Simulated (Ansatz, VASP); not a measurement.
**Ca2C in VASP and in Ansatz**

File POSCAR:

```
Ca2C
1.0
    0.0000000000      3.1285803962      3.1182560809
    3.1285803962      0.0000000000      3.1182560809
    3.1285803962      3.1285803962      0.0000000000
C Ca
1 2
Direct
    0.0000000000      0.0000000000      0.0000000000
    0.2500000000      0.2500000000      0.2500000000
    0.7500000000      0.7500000000      0.7500000000
```

The input INCAR.step1:

```
PREC = Accurate
ENCUT = 520
ISMEAR = 0
SIGMA = 0.01
LREAL = False
LASPH = True
NELM = 60
NBANDS = 19
GGA = PE
ALGO = Normal
EDIFF = 1E-4
LWAVE = True
LCHARG = False
```

The input INCAR.step2:

```
PREC = Accurate
ENCUT = 520
EDIFF = 1E-6
ISMEAR = 0
SIGMA = 0.01
LREAL = False
LASPH = True
NELM = 60
ALGO = Normal
ISIF = 2
LWAVE = False
LCHARG = False
METAGGA = R2SCAN
LMIXTAU = True
NBANDS = 19
ISTART = 1
```

KPOINTS

```
Automatic mesh
0
Gamma
  8 8 8
```

Input for Ansatz:

```yaml
crystal:
  lattice:
    - [0.0, 3.1285803962, 3.1182560809]
    - [3.1285803962, 0.0, 3.1182560809]
    - [3.1285803962, 3.1285803962, 0.0]
  atoms:
    - { symbol: C, position: [0.0, 0.0, 0.0] }
    - { symbol: Ca, position: [0.25, 0.25, 0.25] }
    - { symbol: Ca, position: [0.75, 0.75, 0.75] }
kpoints:
  mp_grid: { grid: [8, 8, 8] }
  band_path:
    path:
      - [0.0, 0.0, 0.0]
      - [0.5, 0.0, 0.5]
      - [0.625, 0.25, 0.625]
      - [0.375, 0.375, 0.75]
      - [0.5, 0.5, 0.5]
      - [0.5, 0.25, 0.75]
    npoints: 1
hamiltonian:
  xc: r2scan
scf:
  occupations: { method: fixed }
  n_extra_bands: 4
output:
  forces: true
  stress: true
  eigenvalues: true
  write_density: true
  write_potential: true
  elf: true
  volumetric_format: npy
```

Change from the starting cell: uniaxial_z strain -0.3%.

Alike in both runs: task single point; functional r2SCAN; k mesh 8 × 8 × 8; no spin polarisation.

|  | VASP | Ansatz |
| --- | --- | --- |
| version | VASP 6.6.1 | Ansatz 0.2.0 |
| potentials or method | VASP PAW PBE potentials, release 64 (C, Ca_sv) | plane waves, PAW |
| plane-wave cutoff (eV) | 520 | 500 |
| occupations | gaussian, width 0.01 eV | fixed |
| valence electrons in the cell | 24 | 24 |

Ansatz gave:

| Item | Value |
| --- | --- |
| gap on the k mesh at the Fermi level (eV) | 0.40 |
| pressure (GPa) | 0.2 |
| traceless stress, the component that is largest in VASP (GPa) | 0.32 |

Task: Which values does VASP return?

Result: gap on the k mesh at the Fermi level (eV): 0.38; pressure (GPa): 0.6; traceless stress, the component that is largest in VASP (GPa): 0.32.

VASP's potentials were made for PBE, not for r2SCAN.
